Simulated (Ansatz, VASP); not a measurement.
BeAu2S2 in VASP and in Ansatz

```
CELL_PARAMETERS angstrom
4.38128 0.00000 0.00000
0.00000 4.38128 0.00000
0.00000 0.00000 4.83010
ATOMIC_POSITIONS crystal
Be 0.50000 0.50000 0.50000
S 0.00000 0.50000 0.50000
S 0.50000 0.00000 0.50000
Au 0.00000 0.50000 0.00000
Au 0.50000 0.00000 0.00000
```

Alike in both runs: task single point; functional PBE; k mesh 4 × 4 × 4; occupations gaussian, width 0.1 eV; collinear spin.

```csv
,VASP,Ansatz
version,VASP 6.6.1,Ansatz 0.2.0
potentials or method,"VASP PAW PBE potentials, release 64 (Be, S, Au), cutoff 520 eV","scalar-relativistic, plane waves, PAW"
valence electrons in the cell,36,52
```

```tsv
	VASP	Ansatz	Ansatz less VASP
gap on the k mesh at the Fermi level (eV)	none	none	-
pressure (GPa)	-0.2	-0.1	+0.10
traceless stress, the component that is largest in VASP (GPa)	-0.01	0.12	+0.123
net moment per atom (μB)	0.01	0.00	-0.010
```

A gap of «none» marks a metal or a gap that the smearing closes. VASP's potentials hold 36 valence electrons a cell and Ansatz's 52, so a difference there can come from the potentials and not from the codes. Ansatz's warnings: seeded moment not kept.

Spin-orbit coupling is off throughout.
